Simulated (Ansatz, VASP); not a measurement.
**One calculation of CsPbBr3, two programs**

```
CELL_PARAMETERS angstrom
5.87003 0.00000 0.00000
0.00000 5.87003 0.00000
0.00000 0.00000 5.87003
ATOMIC_POSITIONS crystal
Cs 0.50000 0.50000 0.50000
Pb 0.00000 0.00000 0.00000
Br 0.00000 0.00000 0.50000
Br 0.00000 0.50000 0.00000
Br 0.50000 0.00000 0.00000
```

Alike in both runs: functional PBEsol; k mesh 6 × 6 × 6; occupations gaussian, width 0.02 eV; no spin polarisation.

Ansatz relaxed the structure, and its values are those at the end. VASP's run is a single point on that final structure, the one shown.

|  | VASP | Ansatz |
| --- | --- | --- |
| version | VASP 6.6.1 | Ansatz 0.2.0 |
| potentials or method | VASP PAW PBE potentials, release 64 (Cs_sv, Pb_d, Br), cutoff 500 eV | scalar-relativistic, plane waves, PAW |
| valence electrons in the cell | 44 | 44 |

|  | VASP | Ansatz | Ansatz less VASP |
| --- | --- | --- | --- |
| gap on the k mesh at the Fermi level (eV) | 1.43 | 1.43 | -0.001 |
| least direct gap on the mesh (eV) | 1.43 | 1.43 | -0.001 |
| pressure (GPa) | 0.0 | 0.0 | 0.00 |

VASP's potentials were made for PBE, not for PBEsol. With one functional, cell and mesh, what is left measures potentials, basis and numerics.

Spin-orbit coupling is off throughout.
